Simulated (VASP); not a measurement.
# K (Im-3m) in VASP: notebook

The runs below take K through single point, with r2SCAN.

All numbers are computed with VASP 6.6.1; they aren't measurements. Logs are shortened: lines on timing, memory, paths and dates and some standing lists are left out, and cuts for length are marked.

**1. The cell of the first run**

It takes space group Im-3m (No. 229, cubic). Conventional cell: a = 5.340 Å, b = 5.340 Å, c = 5.340 Å, α = 90.00°, β = 90.00°, γ = 90.00°.

**2. Single point, r2SCAN**

The input, POSCAR:

```
K
1.0
   -2.6699463634      2.6699463634      2.6699463634
    2.6699463634     -2.6699463634      2.6699463634
    2.6699463634      2.6699463634     -2.6699463634
K
1
Direct
    0.0000000000      0.0000000000      0.0000000000
```

The input, INCAR.step1:

```
PREC     = Accurate       # precision mode
ENCUT    = 520            # plane-wave cutoff, eV
ISMEAR   = -1             # smearing method
SIGMA    = 0.01           # smearing width, eV
LREAL    = F              # projectors in reciprocal space
LASPH    = T              # aspherical terms in the spheres
NELM     = 100            # most SCF steps
NBANDS   = 10             # bands
GGA      = PE             # functional
ALGO     = Normal         # electronic algorithm
EDIFF    = 1E-4           # SCF threshold, eV
LWAVE    = T              # write WAVECAR
LCHARG   = F              # write CHGCAR
```

The input, INCAR.step2:

```
PREC     = Accurate       # precision mode
ENCUT    = 520            # plane-wave cutoff, eV
EDIFF    = 1E-6           # SCF threshold, eV
ISMEAR   = -1             # smearing method
SIGMA    = 0.01           # smearing width, eV
LREAL    = F              # projectors in reciprocal space
LASPH    = T              # aspherical terms in the spheres
NELM     = 100            # most SCF steps
ALGO     = Normal         # electronic algorithm
ISIF     = 2              # what is computed and relaxed
LWAVE    = F              # write WAVECAR
LCHARG   = T              # write CHGCAR
METAGGA  = R2SCAN         # meta-GGA
LMIXTAU  = T            
LELF     = T              # ELF
LVHAR    = T            
NBANDS   = 10             # bands
ISTART   = 1
```

The input, KPOINTS:

```
regular mesh
0
Gamma
  8 8 8
```

Potentials or basis: VASP PAW PBE potentials, release 64 (K_sv).

Command:

```bash
$ cat potpaw_PBE.64/K_sv/POTCAR > POTCAR
$ cp INCAR.step1 INCAR
$ mpirun -np 1 vasp_std > vasp.out
$ cp INCAR.step2 INCAR
$ mpirun -np 1 vasp_std > vasp.out
```

OUTCAR:

```text
PREC = Accurate
   ENCUT = 520
   EDIFF = 1E-6
   ISMEAR = -1
   LREAL = F
   LASPH = T
   NELM = 100
   ISIF = 2
   METAGGA = R2SCAN
   ISTART = 1

 ion  position               nearest neighbor table
   1  0.000  0.000  0.000-

  LATTYP: Found a body centered cubic cell.
 ALAT       =     5.3398927268

  Lattice vectors:

 A1 = (  -2.6699463634,   2.6699463634,   2.6699463634)
 A2 = (   2.6699463634,  -2.6699463634,   2.6699463634)
 A3 = (   2.6699463634,   2.6699463634,  -2.6699463634)

Analysis of symmetry for initial positions (statically):
=====================================================================
 Subroutine PRICEL returns:
 Original cell was already a primitive cell.

 Routine SETGRP: Setting up the symmetry group for a
 body centered cubic supercell.

 Subroutine GETGRP returns: Found 48 space group operations
 (whereof 48 operations were pure point group operations)
 out of a pool of 48 trial point group operations.

The static configuration has the point symmetry O_h .

Analysis of symmetry for dynamics (positions and initial velocities):
=====================================================================
 Subroutine PRICEL returns:
 Original cell was already a primitive cell.

 Routine SETGRP: Setting up the symmetry group for a
 body centered cubic supercell.

 Subroutine GETGRP returns: Found 48 space group operations
 (whereof 48 operations were pure point group operations)
 out of a pool of 48 trial point group operations.

The dynamic configuration has the point symmetry O_h .

 Subroutine INISYM returns: Found 48 space group operations
 (whereof 48 operations are pure point group operations),
 and found     1 'primitive' translations

----------------------------------------------------------------------------------------

                                     Primitive cell

  volume of cell :      76.1321

  direct lattice vectors                    reciprocal lattice vectors
    -2.669946363  2.669946363  2.669946363     0.000000000  0.187269680  0.187269680
     2.669946363 -2.669946363  2.669946363     0.187269680  0.000000000  0.187269680
     2.669946363  2.669946363 -2.669946363     0.187269680  0.187269680  0.000000000

  length of vectors
     4.624482755  4.624482755  4.624482755     0.264839321  0.264839321  0.264839321

  position of ions in fractional coordinates (direct lattice)
     0.000000000  0.000000000  0.000000000

  ion indices of the primitive-cell ions
   primitive index   ion index
                 1           1

----------------------------------------------------------------------------------------

 KPOINTS: regular mesh

Automatic generation of k-mesh.
 Grid dimensions read from file:
 generate k-points for:    8    8    8

 Generating k-lattice:

  Cartesian coordinates                     Fractional coordinates (reciprocal lattice)
     0.000000000  0.023408710  0.023408710     0.125000000  0.000000000  0.000000000
     0.023408710  0.000000000  0.023408710     0.000000000  0.125000000  0.000000000
     0.023408710  0.023408710  0.000000000     0.000000000  0.000000000  0.125000000

  Length of vectors
     0.033104915  0.033104915  0.033104915

  Shift w.r.t. Gamma in fractional coordinates (k-lattice)
     0.000000000  0.000000000  0.000000000

 Subroutine IBZKPT returns following result:
 ===========================================

 Found     29 irreducible k-points:

 Following reciprocal coordinates:
            Coordinates               Weight
  0.000000  0.000000  0.000000      1.000000
  0.125000  0.000000  0.000000     12.000000
  0.250000  0.000000  0.000000     12.000000
  0.375000  0.000000  0.000000     12.000000
  0.500000  0.000000  0.000000      6.000000
  0.125000  0.125000  0.000000     24.000000
[... 16 lines left out ...]
 -0.250000  0.250000  0.250000      6.000000
 -0.375000  0.375000  0.250000     24.000000
 [... further k-points ...]
   k-points           NKPTS =     29   k-points in BZ     NKDIM =     29   number of bands    NBANDS=     10
   number of dos      NEDOS =    301   number of ions     NIONS =      1
   total plane-waves  NPLWV =  46656
   dimension x,y,z NGX =    36 NGY =   36 NGZ =   36
   dimension x,y,z NGXF=    72 NGYF=   72 NGZF=   72
   ions per type =               1
   NGX,Y,Z   is equivalent  to a cutoff of  12.94, 12.94, 12.94 a.u.
   NGXF,Y,Z  is equivalent  to a cutoff of  25.88, 25.88, 25.88 a.u.
 SYSTEM =  unknown system
   PREC   = accura    normal or accurate (medium, high low for compatibility)
   ISTART =      1    job   : 0-new  1-cont  2-samecut
   ICHARG =      0    charge: 1-file 2-atom 10-const
   ISPIN  =      1    spin polarized calculation?
   LNONCOLLINEAR =      F non collinear calculations
   LSORBIT =      F    spin-orbit coupling
   LASPH  =      T    aspherical Exc in radial PAW
   ENCUT  =  520.0 eV  38.22 Ry    6.18 a.u.   8.60  8.60  8.60*2*pi/ulx,y,z
   NELM   =    100;   NELMIN=  2; NELMDL=  0     # of ELM steps
   EDIFF  = 0.1E-05   stopping-criterion for ELM
   LREAL  =      F    real-space projection
   EDIFFG = 0.1E-04   stopping-criterion for IOM
   NSW    =      0    number of steps for IOM
   IBRION =     -1    ionic relax: 0-MD 1-quasi-New 2-CG
   NFREE  =      0    steps in history (QN), initial steepest desc. (CG)
   ISIF   =      2    stress and relaxation
   ISYM   =      2    0-nonsym 1-usesym 2-fastsym
   POTIM  = 0.5000    time-step for ionic-motion
   TEBEG  =    0.0;   TEEND  =   0.0 temperature during run
   PSTRESS=    0.0 pullay stress
   NELECT =       9.0000    total number of electrons
   NUPDOWN=      -1.0000    fix difference up-down
   EMIN   =  10.00;   EMAX   =-10.00  energy-range for DOS
   EFERMI =   0.00;   METHOD = LEGACY
   ISMEAR =    -1;   SIGMA  =   0.01  broadening in eV -4-tet -1-fermi 0-gaus
   EFERMI_NEDOS =   21; number of points for ismear=-14 and -15
   IALGO  =     38    algorithm
   IMIX   =      4    mixing-type and parameters
     AMIX     =   0.40;   BMIX     =  1.00
     AMIX_MAG =   1.60;   BMIX_MAG =  1.00
  volume/ion in A,a.u.               =      76.13       513.76
  Fermi-wavevector in a.u.,A,eV,Ry     =   0.803464  1.518327  8.783303  0.645555
  Thomas-Fermi vector in A             =   1.911336
   LORBIT       =      0    0 simple, 1 ext, 2 COOP (PROOUT), +10 PAW based schemes
   METAGGA = R2SCAN    functional components
   LHFCALC =     F    Hartree Fock is set to
   AEXX    =    0.0000 exact exchange contribution
   IVDW    =     0    specifies the selected vdW correction
   LEPSILON=     F    determine dielectric tensor
   LRPA    =     F    only Hartree local field effects (RPA)
 non-spin polarized calculation
  energy-cutoff  :      520.00
  volume of cell :       76.13
 maximum number of plane-waves:      2093
 NGX is ok and might be reduce to    36
   NGX = 17   NGY = 17   NGZ = 17

 number of electron       9.0000001 magnetization

 Free energy of the ion-electron system (eV)
  ---------------------------------------------------
  ext. energy  EPLUGINS =         0.00000000
  ---------------------------------------------------
  free energy    TOTEN  =        -6.00512639 eV

  energy without entropy =       -6.00427487  energy(sigma->0) =       -6.00470063

 E-fermi :  -0.0450     XC(G=0):  -5.8197

 val. band max:       -0.1802525330   @ k =   0.2500   0.2500   0.0000
 cond. band min:      -0.0295233331   @ k =  -0.3750   0.3750   0.2500
 fundamental gap:      0.1507291999
 Fermi energy:        -0.0450194184

 k-point     1 :       0.0000    0.0000    0.0000
  band No.  band energies     occupation
      1     -33.8168      2.00000
      2     -16.4903      2.00000
      3     -16.4903      2.00000
      4     -16.4903      2.00000
      5      -2.3927      2.00000
      6       4.5781      0.00000
      7       4.5782      0.00000
      8       4.5782      0.00000
      9       5.5201      0.00000
     10       5.5201      0.00000

 k-point     2 :       0.1250    0.0000    0.0000
  band No.  band energies     occupation
      1     -33.8163      2.00000
      2     -16.4994      2.00000
      3     -16.4933      2.00000
      4     -16.4903      2.00000
      5      -2.1920      2.00000
      6       4.1867      0.00000
      7       4.3139      0.00000
      8       4.7342      0.00000
      9       5.2675      0.00000
     10       5.4603      0.00000

 k-point     3 :       0.2500    0.0000    0.0000
  band No.  band energies     occupation
      1     -33.8150      2.00000
      2     -16.5212      2.00000
      3     -16.5005      2.00000
      4     -16.4903      2.00000
      5      -1.6083      2.00000
      6       3.0353      0.00000
      7       3.8324      0.00000
      8       5.1934      0.00000
      9       5.3350      0.00000
     10       5.4336      0.00000

 k-point     4 :       0.3750    0.0000    0.0000
  band No.  band energies     occupation
      1     -33.8137      2.00000
      2     -16.5428      2.00000
      3     -16.5077      2.00000
      4     -16.4903      2.00000
      5      -0.6956      2.00000
      6       1.7369      0.00000
      7       3.4671      0.00000
      8       5.3364      0.00000
      9       5.6252      0.00000
     10       5.9288      0.00000

 k-point     5 :       0.5000    0.0000    0.0000
  band No.  band energies     occupation
      1     -33.8132      2.00000
      2     -16.5516      2.00000
      3     -16.5107      2.00000
      4     -16.4903      2.00000
      5       0.4318      0.00000
      6       0.4842      0.00000
      7       3.3364      0.00000
      8       5.2202      0.00000
      9       6.0757      0.00000
     10       6.1366      0.00000

 k-point     6 :       0.1250    0.1250    0.0000
  band No.  band energies     occupation
      1     -33.8154      2.00000
      2     -16.5144      2.00000
      3     -16.4967      2.00000
      4     -16.4924      2.00000
      5      -1.7997      2.00000
      6       3.5276      0.00000
      7       3.7957      0.00000
      8       5.0007      0.00000
      9       5.0975      0.00000
     10       5.6873      0.00000
[... 183 lines left out ...]
 k-point    21 :      -0.3750   -0.3750    0.1250
  band No.  band energies     occupation
      1     -33.8121      2.00000
      2     -16.5348      2.00000
      3     -16.5348      2.00000
      4     -16.5024      2.00000
      5       1.1377      0.00000
      6       1.1378      0.00000
      7       1.9462      0.00000
      8       5.0548      0.00000
      9       5.0548      0.00000
     10       5.6885      0.00000

 k-point    22 :       0.2500    0.2500    0.2500
  band No.  band energies     occupation
      1     -33.8130      2.00000
      2     -16.5201      2.00000
      3     -16.5201      2.00000
      4     -16.5201      2.00000
      5       1.3893      0.00000
      6       1.3894      0.00000
      7       1.3894      0.00000
      8       3.4203      0.00000
      9       6.1643      0.00000
     10       6.1643      0.00000

 k-point    23 :      -0.2500    0.2500    0.2500
  band No.  band energies     occupation
      1     -33.8134      2.00000
      2     -16.5221      2.00000
      3     -16.5115      2.00000
      4     -16.5115      2.00000
      5      -0.8734      2.00000
      6       2.9505      0.00000
      7       3.6737      0.00000
      8       3.6738      0.00000
      9       5.4153      0.00000
     10       5.4648      0.00000

 k-point    24 :      -0.3750    0.3750    0.2500
  band No.  band energies     occupation
      1     -33.8122      2.00000
      2     -16.5359      2.00000
      3     -16.5192      2.00000
      4     -16.5130      2.00000
      5      -0.0295      0.35029
      6       2.0792      0.00000
      7       3.5134      0.00000
      8       3.5715      0.00000
      9       4.8900      0.00000
     10       6.0067      0.00000

 [... further k-points ...]
[... 5 lines left out ...]
  --------------------------------------------------------------------------------------
  -------------------------------------------------------------------------------------
  Total       -0.0010661     -0.0010661     -0.0010661      0.0000000      0.0000000     -0.0000000
  in kB       -0.0224359     -0.0224359     -0.0224359      0.0000000      0.0000000     -0.0000000
  external PRESSURE =      -0.0224359 kB  Pullay stress =       0.0000000 kB

 VOLUME and BASIS-vectors are now :
 -----------------------------------------------------------------------------
  energy-cutoff  :      520.00
  volume of cell :       76.13
      direct lattice vectors                 reciprocal lattice vectors
    -2.669946363  2.669946363  2.669946363     0.000000000  0.187269680  0.187269680
     2.669946363 -2.669946363  2.669946363     0.187269680  0.000000000  0.187269680
     2.669946363  2.669946363 -2.669946363     0.187269680  0.187269680  0.000000000

 POSITION                                       TOTAL-FORCE (eV/Angst)
 -----------------------------------------------------------------------------------
      0.00000      0.00000      0.00000        -0.000000      0.000000     -0.000000
 -----------------------------------------------------------------------------------
    total drift:                               -0.000000      0.000000      0.000000

  FREE ENERGIE OF THE ION-ELECTRON SYSTEM (eV)
  ---------------------------------------------------
  free  energy   TOTEN  =        -6.0051263887 eV

  energy  without entropy=       -6.0042748694  energy(sigma->0) =       -6.00470063
```

It took 65 s on 1 thread of Intel Xeon 6975P-C, shared host; peak memory 0.21 GiB.

What came out:

```
Free energy : -6.0051 eV
Pressure    : 0.0 GPa
```

Caveat: the PAW data sets were made with another functional, which shifts forces and pressure a little.

**3. Single point, r2SCAN**

POSCAR is that of step 2.

The input, INCAR.step1:

```
PREC = Accurate ; ENCUT = 520
ISMEAR = -1 ; SIGMA = 0.03
LREAL = F ; LASPH = T
NELM = 60 ; NBANDS = 10
GGA = PE ; ALGO = Normal
EDIFF = 1E-4 ; LWAVE = T
LCHARG = F
```

The input, INCAR.step2:

```
PREC = Accurate ; ENCUT = 520
EDIFF = 1E-7 ; ISMEAR = -1
SIGMA = 0.03 ; LREAL = F
LASPH = T ; NELM = 60
ALGO = Normal ; ISIF = 2
LWAVE = F ; LCHARG = F
METAGGA = R2SCAN ; LMIXTAU = T
NBANDS = 10 ; ISTART = 1
```

KPOINTS is that of step 2.

Potentials or basis: VASP PAW PBE potentials, release 64 (K_sv).

Command:

```bash
$ cat potpaw_PBE.64/K_sv/POTCAR > POTCAR
$ cp INCAR.step1 INCAR
$ mpirun -np 1 vasp_std > vasp.out
$ cp INCAR.step2 INCAR
$ mpirun -np 1 vasp_std > vasp.out
```

Wall time 89 s (1 thread of Intel Xeon 6975P-C, shared host); peak memory 0.21 GiB.

It converged, with:

```
Free energy : -6.0070 eV
Pressure    : 0.0 GPa
```

Levels at points of the mesh, in eV from the Fermi level:
| k point | band 1 | band 2 | band 3 | band 4 | band 5 | band 6 | band 7 | band 8 |
| --- | --- | --- | --- | --- | --- | --- | --- | --- |
| (0.00, 0.00, 0.00) | -33.73 | -16.41 | -16.41 | -16.41 | -2.31 | 4.66 | 4.66 | 4.66 |
| (0.50, 0.00, 0.00) | -33.73 | -16.47 | -16.43 | -16.41 | 0.52 | 0.57 | 3.42 | 5.31 |
| (0.50, 0.50, 0.50) | -33.73 | -16.45 | -16.45 | -16.45 | 1.74 | 1.74 | 3.62 | 3.62 |

Caveat: the PAW data sets were made with another functional, which shifts forces and pressure a little.
